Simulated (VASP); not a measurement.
A run of VASP 6.6.1:

INCAR

```
  PREC = Accurate
  ENCUT = 520
  EDIFF = 1E-6
  ISMEAR = 0
  SIGMA = 0.2
  LREAL = False
  LASPH = True
  NELM = 80
  ALGO = Normal
  ISIF = 2
  LWAVE = False
  LCHARG = True
  GGA = PE
  LELF = True
  LVHAR = True
  NBANDS = 46
```

Contents of KPOINTS:

```
Automatic mesh
0
Gamma
  5 5 1
```

POSCAR

```
Ba5HfO2
1.0
    3.9266935069      0.0000000000      0.0000000000
   -1.9633467534      3.4006163298      0.0000000000
    0.0000000000      0.0000000000     19.9194329099
Ba Hf O
5 1 2
Direct
    0.0000000000      0.0000000000      0.5000000000
    0.6666666667      0.3333333333      0.3431561751
    0.3333333333      0.6666666667      0.6568438249
    0.3333333333      0.6666666667      0.1376361288
    0.6666666667      0.3333333333      0.8623638712
    0.0000000000      0.0000000000      0.0000000000
    0.6666666667      0.3333333333      0.5860138451
    0.3333333333      0.6666666667      0.4139861549
```

Potentials or basis: VASP PAW PBE potentials, release 64 (Ba_sv, Hf_pv, O).

Command:

```bash
$ cat potpaw_PBE.64/Ba_sv/POTCAR potpaw_PBE.64/Hf_pv/POTCAR potpaw_PBE.64/O/POTCAR > POTCAR
$ mpirun -np 1 vasp_std > vasp.out
```

Hardware: 1 thread of Intel(R) Xeon(R) 6975P-C (Granite Rapids) (shared host).

Task: Estimate the wall time of this run.

Result: Run time: 84 s on 1 thread of Intel(R) Xeon(R) 6975P-C (Granite Rapids) (shared host), peak memory 0.38 GiB. Counts: scf iterations 24, k points 5.
